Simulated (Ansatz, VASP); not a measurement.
# One calculation of AgCl, two programs

INCAR

```
SYSTEM = AgCl
ALGO = Normal
EDIFF = 1E-6
ENCUT = 500
GGA = PS
GGA_COMPAT = .FALSE.
ISIF = 2
ISMEAR = -1
LASPH = .TRUE.
LCHARG = .FALSE.
LREAL = .FALSE.
LWAVE = .FALSE.
NBANDS = 16
NELM = 120
PREC = Accurate
SIGMA = 0.001
```

File KPOINTS:

```
k-points
0
G
  6 6 6
  0 0 0
```

Contents of POSCAR:

```
AgCl
1.0
    0.0000000000      2.7731725637      2.7731725637
    2.7731725637      0.0000000000      2.7731725637
    2.7731725637      2.7731725637      0.0000000000
Ag Cl
1 1
Direct
    0.0000000000      0.0000000000      0.0000000000
    0.5000000000      0.5000000000      0.5000000000
```

Input for Ansatz:

```yaml
crystal:
  lattice:
    - [0.0, 2.7731725637, 2.7731725637]
    - [2.7731725637, 0.0, 2.7731725637]
    - [2.7731725637, 2.7731725637, 0.0]
  atoms:
    - { symbol: Ag, position: [0.0, 0.0, 0.0] }
    - { symbol: Cl, position: [0.5, 0.5, 0.5] }
kpoints:
  mp_grid: { grid: [6, 6, 6] }
hamiltonian:
  xc: pbesol
scf:
  occupations: { method: fermi_dirac, width: 0.001 }
  n_extra_bands: 4
output:
  forces: true
  stress: true
  eigenvalues: true
```

Alike in both runs: task single point; functional PBEsol; k mesh 6 × 6 × 6; occupations fermi-dirac, width 0.001 eV; no spin polarisation.

```csv
,VASP,Ansatz
version,VASP 6.6.1,Ansatz 0.2.0
potentials or method,"VASP PAW PBE potentials, release 64 (Ag, Cl)",plane waves
plane-wave cutoff (eV),500,420
valence electrons in the cell,18,26
```

|  | VASP | Ansatz | Ansatz less VASP |
| --- | --- | --- | --- |
| gap on the k mesh at the Fermi level (eV) | 0.73 | 0.73 | +0.003 |
| pressure (GPa) | -2.7 | -2.6 | +0.09 |

VASP's potentials were made for PBE, not for PBEsol. The functional is the same, so the differences come from potentials, cutoffs and numerics. VASP's potentials hold 18 valence electrons a cell and Ansatz's 26, so a difference there can come from the potentials and not from the codes.
